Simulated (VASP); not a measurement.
Crystal: Re.

```
Re
1.0
     2.53949    0.00000    0.00000
     0.00000    2.53949    0.00000
     0.00000    0.00000    2.53949
Re
1
Cartesian
  0.0000 0.0000 0.0000
```

This isn't the form of Re at room conditions, which is hcp.

Base run:

- Program: VASP 6.6.1
- Functional: LDA
- Potentials or basis: VASP PAW LDA potentials, release 64 (Re)
- Cutoff: 520 eV
- k mesh: 14 × 14 × 14
- Occupations: fermi-dirac, width 0.1 eV
- Spin: no spin polarisation

Its results: band gap on the k mesh zero (an odd number of electrons rules out a gap without spin polarisation); pressure -0.6 GPa.

Problem. The run is repeated on the same cell with these changes: k mesh from 14 × 14 × 14 to 20 × 20 × 20; further incar settings from ALGO = Normal; EDIFF = 1e-06; NBANDS = 10 to ALGO = Normal; EDIFF = 1e-07; NBANDS = 10. What comes out?

Solution. Band gap on the k mesh zero (an odd number of electrons rules out a gap without spin polarisation); pressure 0.0 GPa.

Caveats: spin-orbit coupling is left out, which moves the levels of the heavy elements.
